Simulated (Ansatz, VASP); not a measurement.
**Two plane-wave programs on TiAl**

The input POSCAR:

```
TiAl
1.0
    2.9234973377      0.0000000000      0.0000000000
   -1.4617486688      2.5318229623      0.0000000000
    0.0000000000      0.0000000000      4.7698334112
Ti Al
1 1
Direct
    0.0000000000      0.0000000000      0.0000000000
    0.3333333333      0.6666666667      0.5000000000
```

The input INCAR.step1:

```
SYSTEM = TiAl
PREC = Accurate
ENCUT = 520
EDIFF = 1E-5
ISMEAR = -1
SIGMA = 0.05
LREAL = .FALSE.
LASPH = .TRUE.
NELM = 80
ALGO = Normal
ISIF = 2
LWAVE = .TRUE.
LCHARG = .FALSE.
NBANDS = 14
GGA = PE
```

INCAR.step2

```
SYSTEM = TiAl
PREC = Accurate
ENCUT = 520
EDIFF = 1E-6
ISMEAR = -1
SIGMA = 0.05
LREAL = .FALSE.
LASPH = .TRUE.
NELM = 80
ALGO = Normal
ISIF = 2
LWAVE = .FALSE.
LCHARG = .FALSE.
GGA = PE
LHFCALC = .TRUE.
AEXX = 0.25
PRECFOCK = Normal
NBANDS = 14
ISTART = 1
```

The input KPOINTS:

```
Automatic mesh
0
G
  6 6 4
  0 0 0
```

Contents of input.yaml:

```yaml
crystal:
  lattice:
    - [2.9234973377, 0.0, 0.0]
    - [-1.4617486688, 2.5318229623, 0.0]
    - [0.0, 0.0, 4.7698334112]
  atoms:
    - { symbol: Ti, position: [0.0, 0.0, 0.0] }
    - { symbol: Al, position: [0.3333333333, 0.6666666667, 0.5] }
hamiltonian:
  xc: pbe0
  pseudopotentials: { kind: paw }
kpoints:
  mp_grid: { grid: [6, 6, 4] }
scf:
  occupations: { method: fermi_dirac, width: 0.05 }
output:
  forces: true
  stress: true
  eigenvalues: true
  write_density: true
  write_potential: true
  elf: true
  volumetric_format: npy
```

Alike in both runs: task single point; functional PBE0; k mesh 6 × 6 × 4; occupations fermi-dirac, width 0.05 eV; no spin polarisation.

|  | VASP | Ansatz |
| --- | --- | --- |
| version | VASP 6.6.1 | Ansatz 0.2.0 |
| potentials or method | VASP PAW PBE potentials, release 64 (Ti_sv, Al) | Ansatz PAW |
| plane-wave cutoff (eV) | 520 | 420 |
| valence electrons in the cell | 15 | 15 |

|  | VASP | Ansatz | Ansatz less VASP |
| --- | --- | --- | --- |
| gap on the k mesh at the Fermi level (eV) | none | none | - |
| pressure (GPa) | -8.0 | -7.4 | +0.60 |
| traceless stress, the component that is largest in VASP (GPa) | -1.15 | -1.46 | -0.314 |

A gap of «none» marks a metal or a gap that the smearing closes. With one functional, cell and mesh, what is left measures potentials, basis and numerics.

The k mesh is coarse, so the values compare programs but aren't converged.
